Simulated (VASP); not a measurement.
# SiTe4H (P-6m2) in VASP: single point with PBE

Aim: the single point of SiTe4H with PBE.

All numbers are computed with VASP 6.6.1; they aren't measurements. Logs are shortened: lines on timing, memory, paths and dates and some standing lists are left out, and cuts for length are marked.

## Step 1: The cell of the first run

It takes space group P-6m2 (No. 187, hexagonal). The conventional cell has a = 6.333 Å, b = 6.333 Å, c = 4.853 Å, α = 90.00°, β = 90.00°, γ = 120.00°. Si (site symmetry -6m2) has 9 Te at 3.05 to 3.66 Å and 3 H at 3.66 Å within 4.0 Å. Within 4.0 Å of Te (site symmetry -6m2) lie 6 Te at 3.03 Å and 3 H at 3.66 Å and 3 Si at 3.66 Å. Within 4.0 Å of Te (site symmetry mm2) lie 6 Te at 3.03 to 3.20 Å and 2 Si at 3.05 Å and 4 H at 3.99 Å. H (site symmetry -6m2) has 15 Te at 3.66 to 3.99 Å and 3 Si at 3.66 Å and 2 H at 4.85 Å within 4.9 Å.

The cell was built from a structure type or drawn by symmetry, and may not be a known phase.

## Step 2: Single point, PBE

INCAR

```
SYSTEM = SiTe4H
PREC = Accurate
ENCUT = 520
EDIFF = 1E-7
ISMEAR = 0
SIGMA = 0.1
LREAL = .False.
LASPH = .True.
NELM = 80
ALGO = Normal
ISIF = 2
LWAVE = .False.
LCHARG = .False.
GGA = PE
NBANDS = 24
```

KPOINTS

```
Automatic mesh
0
Gamma
  3 3 4
  0 0 0
```

POSCAR

```
SiTe4H
1.0
    6.3333506400      0.0000000000      0.0000000000
   -3.1666753200      5.4848425400      0.0000000000
    0.0000000000      0.0000000000      4.8527073900
Si Te H
1 4 1
Direct
    0.0000000000      0.0000000000      0.0000000000
    0.3333333300      0.6666666700      0.0000000000
    0.6630066400      0.8315033200      0.5000000000
    0.1684966800      0.8315033200      0.5000000000
    0.1684966800      0.3369933600      0.5000000000
    0.6666666700      0.3333333300      0.0000000000
```

Potentials or basis: VASP PAW PBE potentials, release 64 (Si, Te, H).

Command:

```
$ cat potpaw_PBE.64/Si/POTCAR potpaw_PBE.64/Te/POTCAR potpaw_PBE.64/H/POTCAR > POTCAR
$ mpirun -np 1 vasp_std > vasp.out
```

OUTCAR:

```text
SYSTEM = SiTe4H
   PREC = Accurate
   ENCUT = 520
   EDIFF = 1E-7
   ISMEAR = 0
   LREAL = .False.
   LASPH = .True.
   NELM = 80
   ISIF = 2
   GGA = PE

 ion  position               nearest neighbor table
   1  0.000  0.000  0.000-   5 3.05   5 3.05   4 3.05   4 3.05   3 3.05   3 3.05
   2  0.333  0.667  0.000-   4 3.03   4 3.03   5 3.03   5 3.03   3 3.03   3 3.03
   3  0.663  0.832  0.500-   2 3.03   2 3.03   1 3.05   1 3.05   5 3.13   4 3.13   5 3.20   4 3.20

   4  0.168  0.832  0.500-   2 3.03   2 3.03   1 3.05   1 3.05   5 3.13   3 3.13   5 3.20   3 3.20

   5  0.168  0.337  0.500-   2 3.03   2 3.03   1 3.05   1 3.05   3 3.13   4 3.13   4 3.20   3 3.20

   6  0.667  0.333  0.000-

  LATTYP: Found a hexagonal cell.
 ALAT       =     6.3333506400
 C/A-ratio  =     0.7662148625

  Lattice vectors:

 A1 = (   6.3333506400,   0.0000000000,   0.0000000000)
 A2 = (  -3.1666753200,   5.4848425400,   0.0000000000)
 A3 = (   0.0000000000,   0.0000000000,   4.8527073900)

Analysis of symmetry for initial positions (statically):
=====================================================================
 Subroutine PRICEL returns:
 Original cell was already a primitive cell.

 Routine SETGRP: Setting up the symmetry group for a
 hexagonal supercell.

 Subroutine GETGRP returns: Found 12 space group operations
 (whereof 12 operations were pure point group operations)
 out of a pool of 24 trial point group operations.

The static configuration has the point symmetry D_3h.

Analysis of symmetry for dynamics (positions and initial velocities):
=====================================================================
 Subroutine PRICEL returns:
 Original cell was already a primitive cell.

 Routine SETGRP: Setting up the symmetry group for a
 hexagonal supercell.

 Subroutine GETGRP returns: Found 12 space group operations
 (whereof 12 operations were pure point group operations)
 out of a pool of 24 trial point group operations.

The dynamic configuration has the point symmetry D_3h.

 Subroutine INISYM returns: Found 12 space group operations
 (whereof 12 operations are pure point group operations),
 and found     1 'primitive' translations

----------------------------------------------------------------------------------------

                                     Primitive cell

  volume of cell :     168.5706
[... 81 lines left out ...]
   EDIFF  = 0.1E-06   stopping-criterion for ELM
   LREAL  =      F    real-space projection
   EDIFFG = 0.1E-05   stopping-criterion for IOM
   NSW    =      0    number of steps for IOM
   IBRION =     -1    ionic relax: 0-MD 1-quasi-New 2-CG
   NFREE  =      0    steps in history (QN), initial steepest desc. (CG)
   ISIF   =      2    stress and relaxation
   ISYM   =      2    0-nonsym 1-usesym 2-fastsym
   POTIM  = 0.5000    time-step for ionic-motion
   TEBEG  =    0.0;   TEEND  =   0.0 temperature during run
   PSTRESS=    0.0 pullay stress
   NELECT =      29.0000    total number of electrons
   NUPDOWN=      -1.0000    fix difference up-down
   EMIN   =  10.00;   EMAX   =-10.00  energy-range for DOS
   EFERMI =   0.00;   METHOD = LEGACY
   ISMEAR =     0;   SIGMA  =   0.10  broadening in eV -4-tet -1-fermi 0-gaus
   EFERMI_NEDOS =   21; number of points for ismear=-14 and -15
   IALGO  =     38    algorithm
   IMIX   =      4    mixing-type and parameters
     AMIX     =   0.40;   BMIX     =  1.00
     AMIX_MAG =   1.60;   BMIX_MAG =  1.00
  volume/ion in A,a.u.               =      28.10       189.60
  Fermi-wavevector in a.u.,A,eV,Ry     =   0.910501  1.720597 11.279384  0.829011
  Thomas-Fermi vector in A             =   2.034670
   LORBIT       =      0    0 simple, 1 ext, 2 COOP (PROOUT), +10 PAW based schemes
   GGA     = PE    functional components
   LHFCALC =     F    Hartree Fock is set to
   AEXX    =    0.0000 exact exchange contribution
   IVDW    =     0    specifies the selected vdW correction
   LEPSILON=     F    determine dielectric tensor
   LRPA    =     F    only Hartree local field effects (RPA)
 non-spin polarized calculation
 Gauss-broadening in eV      SIGMA  =   0.10
  energy-cutoff  :      520.00
  volume of cell :      168.57
 maximum number of plane-waves:      4554
 NGX is ok and might be reduce to    48
   NGX = 23   NGY = 23   NGZ = 19

 number of electron      29.0000002 magnetization

 Free energy of the ion-electron system (eV)
  ---------------------------------------------------
  ext. energy  EPLUGINS =         0.00000000
  ---------------------------------------------------
  free energy    TOTEN  =       -15.66108223 eV

  energy without entropy =      -15.62085712  energy(sigma->0) =      -15.64096968

 E-fermi :   4.9349     XC(G=0):  -8.8383

 val. band max:        4.9286791228   @ k =   0.3333   0.0000   0.5000
 cond. band min:       4.9412451422   @ k =   0.3333   0.0000   0.5000
 fundamental gap:      0.0125660194
 Fermi energy:         4.9348586622

 k-point     1 :       0.0000    0.0000    0.0000
  band No.  band energies     occupation
      1      -9.2298      2.00000
      2      -5.5076      2.00000
      3      -5.4944      2.00000
      4      -5.4944      2.00000
      5      -2.2243      2.00000
      6      -0.9754      2.00000
[... 232 lines left out ...]
     23      11.1099      0.00000
     24      11.1292      0.00000

------------------------ aborting loop because EDIFF is reached ----------------------------------------

  FORCE on cell =-STRESS in cart. coord.  units (eV):
  Direction    XX          YY          ZZ          XY          YZ          ZX
  --------------------------------------------------------------------------------------
  -------------------------------------------------------------------------------------
  Total        4.4167018      4.4167018      2.5719442      0.0000000     -0.0000000      0.0000000
  in kB       41.9784949     41.9784948     24.4450154      0.0000000     -0.0000000      0.0000000
  external PRESSURE =      36.1340017 kB  Pullay stress =       0.0000000 kB

 VOLUME and BASIS-vectors are now :
 -----------------------------------------------------------------------------
  energy-cutoff  :      520.00
  volume of cell :      168.57
      direct lattice vectors                 reciprocal lattice vectors
     6.333350640  0.000000000  0.000000000     0.157894305  0.091160320  0.000000000
    -3.166675320  5.484842540  0.000000000     0.000000000  0.182320640  0.000000000
     0.000000000  0.000000000  4.852707390     0.000000000  0.000000000  0.206070533

 POSITION                                       TOTAL-FORCE (eV/Angst)
 -----------------------------------------------------------------------------------
      0.00000      0.00000      0.00000        -0.000000     -0.000000      0.000000
     -0.00000      3.65656      0.00000         0.000000     -0.000000      0.000000
      1.56595      4.56066      2.42635         0.879702      0.507896      0.000000
     -1.56595      4.56066      2.42635        -0.879702      0.507896      0.000000
     -0.00000      1.84836      2.42635         0.000000     -1.015792     -0.000000
      3.16668      1.82828      0.00000        -0.000000      0.000000      0.000000
 -----------------------------------------------------------------------------------
    total drift:                                0.000011     -0.000006     -0.000000

  FREE ENERGIE OF THE ION-ELECTRON SYSTEM (eV)
  ---------------------------------------------------
  free  energy   TOTEN  =       -15.6610822341 eV

  energy  without entropy=      -15.6208571161  energy(sigma->0) =      -15.64096968
```

OSZICAR:

```text
N       E                     dE             d eps       ncg     rms          rms(c)
DAV:   1     0.117590640963E+03    0.11759E+03   -0.10329E+04   432   0.941E+02
DAV:   2    -0.760242666145E+01   -0.12519E+03   -0.11964E+03   592   0.148E+02
DAV:   3    -0.162452033762E+02   -0.86428E+01   -0.85157E+01   552   0.404E+01
DAV:   4    -0.164551019628E+02   -0.20990E+00   -0.20981E+00   544   0.714E+00
DAV:   5    -0.164593642160E+02   -0.42623E-02   -0.42622E-02   608   0.105E+00    0.175E+01
DAV:   6    -0.157614965456E+02    0.69787E+00   -0.52112E+00   488   0.388E+00    0.117E+01
DAV:   7    -0.158274268154E+02   -0.65930E-01   -0.26020E+00   472   0.173E+00    0.763E+00
DAV:   8    -0.156942479624E+02    0.13318E+00   -0.18245E+00   464   0.173E+00    0.172E+00
DAV:   9    -0.156700711641E+02    0.24177E-01   -0.40052E-01   488   0.682E-01    0.763E-01
DAV:  10    -0.156629862747E+02    0.70849E-02   -0.95482E-02   512   0.359E-01    0.435E-01
DAV:  11    -0.156611532000E+02    0.18331E-02   -0.20136E-02   488   0.169E-01    0.101E-01
DAV:  12    -0.156610915231E+02    0.61677E-04   -0.29910E-04   528   0.748E-02    0.513E-02
DAV:  13    -0.156610796205E+02    0.11903E-04   -0.10406E-04   520   0.251E-02    0.211E-02
DAV:  14    -0.156610949227E+02   -0.15302E-04   -0.56840E-05   496   0.158E-02    0.295E-02
DAV:  15    -0.156610824959E+02    0.12427E-04   -0.14879E-05   504   0.737E-03    0.600E-03
DAV:  16    -0.156610821972E+02    0.29876E-06   -0.12632E-06   488   0.331E-03    0.215E-03
DAV:  17    -0.156610822341E+02   -0.36908E-07   -0.48054E-08   360   0.919E-04
   1 F= -.15661082E+02 E0= -.15640970E+02  d E =-.402251E-01
```

Run time: 81 s. Hardware: 1 thread of AMD EPYC 7R13, shared host; peak memory 0.25 GiB.

What came out:

| Item | Value |
| --- | --- |
| Free energy | -15.6611 eV |
| Pressure | 3.6 GPa |
| Largest force | 1.016 eV/Å |
| Band gap on the k mesh | zero (an odd number of electrons rules out a gap without spin polarisation) |

Forces on the atoms (eV/Å):
```
Si   0.000  0.000  0.000
Te   0.000  0.000  0.000
Te   0.880  0.508  0.000
Te  -0.880  0.508  0.000
Te   0.000 -1.016  0.000
H    0.000  0.000  0.000
```

Stress tensor (GPa, compression positive):
```
4.20 0.00 0.00
0.00 4.20 0.00
0.00 0.00 2.44
```

Caveat: the k points lie up to 0.38 Å⁻¹ apart, too coarse for converged energies and pressures of a metal; spin-orbit coupling is left out, which moves the levels of the heavy elements; forces of over 1 eV/Å act on the atoms, so gaps and moduli don't describe the material at rest.
